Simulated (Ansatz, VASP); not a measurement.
**C: VASP beside Ansatz**

```
CELL_PARAMETERS angstrom
2.46662 0.00000 0.00000
-1.23331 2.13616 0.00000
0.00000 0.00000 4.07211
ATOMIC_POSITIONS crystal
C 0.66667 0.33333 0.50000
C 0.33333 0.66667 0.50000
```

Alike in both runs: functional PBE; k mesh 12 × 12 × 6; occupations gaussian, width 0.1 eV; no spin polarisation.

Ansatz relaxed the structure, and its values are those at the end. VASP's run is a single point on that final structure, the one shown.

|  | VASP | Ansatz |
| --- | --- | --- |
| version | VASP 6.6.1 | Ansatz 0.2.0 |
| potentials or method | VASP PAW PBE potentials, release 64 (C), cutoff 520 eV | scalar-relativistic, plane waves, PAW |
| valence electrons in the cell | 8 | 8 |

```tsv
	VASP	Ansatz	Ansatz less VASP
gap on the k mesh at the Fermi level (eV)	none	none	-
pressure (GPa)	0.4	0.1	-0.37
```

A gap of «none» marks a metal or a gap that the smearing closes. With one functional, cell and mesh, what is left measures potentials, basis and numerics.
